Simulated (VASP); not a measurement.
Set up this calculation in VASP 6.6.1, as the native input.

| Item | Value |
| --- | --- |
| Task | single point |
| Functional | PBE |
| Potentials or basis | VASP PAW PBE potentials, release 64 (Si, Ge_d, W_sv) |
| Cutoff | 520 eV |
| k mesh | 6 × 6 × 4 |
| Occupations | gaussian, width 0.1 eV |
| Spin | no spin polarisation |
| Dipole correction | no |
| Further INCAR settings | ALGO = Normal; EDIFF = 1e-07; NBANDS = 46 |

The structure of SiGe4W lies in POSCAR:

```
SiGe4W
1.0
    4.7992306152      0.0000000000      0.0000000000
   -2.3996153076      4.1562556314      0.0000000000
    0.0000000000      0.0000000000      5.1368740422
Si Ge W
1 4 1
Direct
    0.0000000000      0.0000000000      0.0000000000
    0.3333333333      0.6666666667      0.7429084915
    0.3333333333      0.6666666667      0.2570915085
    0.6666666667      0.3333333333      0.7429084915
    0.6666666667      0.3333333333      0.2570915085
    0.0000000000      0.0000000000      0.5000000000
```

The input as run:

INCAR

```
SYSTEM = SiGe4W
PREC = Accurate
ENCUT = 520
EDIFF = 1E-7
ISMEAR = 0
SIGMA = 0.1
LREAL = .FALSE.
LASPH = .TRUE.
NELM = 80
ALGO = Normal
ISIF = 2
LWAVE = .FALSE.
LCHARG = .TRUE.
GGA = PE
LELF = .TRUE.
LVHAR = .TRUE.
NBANDS = 46
```

KPOINTS

```
Automatic mesh
0
G
  6 6 4
  0 0 0
```

Potentials or basis: VASP PAW PBE potentials, release 64 (Si, Ge_d, W_sv).

Command:

```console
$ cat potpaw_PBE.64/Si/POTCAR potpaw_PBE.64/Ge_d/POTCAR potpaw_PBE.64/W_sv/POTCAR > POTCAR
$ mpirun -np 1 vasp_std > vasp.out
```

It gave:

| Quantity | Value |
| --- | --- |
| Pressure | 0.2 GPa |
| Largest force | 0.015 eV/Å |
| Band gap on the k mesh | zero (band 37 reaches 9.36 eV, above the bottom of band 38 at 7.36 eV) |

Caveat: spin-orbit coupling is left out, which moves the levels of the heavy elements.

It took 110 s on 1 thread of AMD EPYC 7R43 64-Core Processor (Zen 3), with other jobs on the host, peak memory 0.23 GiB.
